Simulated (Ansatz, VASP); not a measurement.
**V in VASP and in Ansatz**

```xyz
1
Lattice="-1.5130 1.5130 1.5130 1.5130 -1.5130 1.5130 1.5130 1.5130 -1.5130" Properties=species:S:1:pos:R:3 pbc="T T T"
V     0.0000    0.0000    0.0000
```

Alike in both runs: task electric field gradients; functional PBE; k mesh 19 × 19 × 19; occupations fermi-dirac, width 0.03 eV; collinear spin.

|  | VASP | Ansatz |
| --- | --- | --- |
| version | VASP 6.6.1 | Ansatz 0.2.0 |
| potentials or method | VASP PAW PBE potentials, release 64 (V_sv) | PAW with Ansatz's default frozen-core files, scalar-relativistic |
| plane-wave cutoff (eV) | 520 | 420 |
| valence electrons in the cell | 13 | 13 |

Ansatz gave:

- pressure (GPa): -5.1
- net moment per atom (μB): 0.00

Problem. What did VASP give for the same quantities?

Solution. Pressure (GPa): -4.9; net moment per atom (μB): 0.00.

Ansatz's warnings: seeded moment not kept.
